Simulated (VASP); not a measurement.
Set up this calculation in VASP 6.6.1, as the native input.

```
Task                   : single point
Functional             : PBE
Potentials or basis    : VASP PAW PBE potentials, release 64 (In_d)
Cutoff                 : 400 eV
k mesh                 : 8 × 8 × 1
Occupations            : gaussian, width 0.1 eV
Spin                   : no spin polarisation
Dipole correction      : yes
Further INCAR settings : ALGO = Normal; EDIFF = 1e-06; NBANDS = 40; NELMDL = -8
```

The structure of In lies in POSCAR:

```
In
1.0
    3.3777442506      0.0000000000      0.0000000000
    0.2462297000      3.3687575094      0.0000000000
    0.0000000000      0.0000000000     29.1988937220
In
5
Direct
    0.5000000000      0.5000000000      0.3424787287
    0.0000000000      0.0000000000      0.4212393690
    0.5000000000      0.5000000000      0.5032784724
    0.0000000000      0.0000000000      0.5856398780
    0.5000000000      0.5000000000      0.6675351757
```

The input as run:

INCAR

```
SYSTEM = In
PREC     = Accurate       ! precision mode
ENCUT    = 400            ! plane-wave cutoff, eV
EDIFF    = 1E-6           ! SCF threshold, eV
ISMEAR   = 0              ! smearing method
SIGMA    = 0.1            ! smearing width, eV
LREAL    = .FALSE.        ! projectors in reciprocal space
LASPH    = .TRUE.         ! aspherical terms in the spheres
NELM     = 120            ! most SCF steps
ALGO     = Normal         ! electronic algorithm
ISIF     = 2              ! what is computed and relaxed
LWAVE    = .FALSE.        ! write WAVECAR
LCHARG   = .FALSE.        ! write CHGCAR
LDIPOL   = .TRUE.       
IDIPOL   = 3            
DIPOL    = 0.5 0.5 0.504
GGA      = PE             ! functional
NBANDS   = 40             ! bands
GGA_COMPAT= .FALSE.      
NELMDL   = -8
```

KPOINTS

```
Automatic mesh
0
G
  8 8 1
  0 0 0
```

Potentials or basis: VASP PAW PBE potentials, release 64 (In_d).

Run with:

```bash
$ cat potpaw_PBE.64/In_d/POTCAR > POTCAR
$ mpirun -np 1 vasp_std > vasp.out
```

Results of the run:

The largest force is 0.147 eV/Å. The band gap on the k mesh is zero (an odd number of electrons rules out a gap without spin polarisation).

Caveat: spin-orbit coupling is left out, which moves the levels of the heavy elements.

Wall time 11 min on 1 thread of AMD EPYC 7R13 (shared host), peak memory 0.39 GiB.
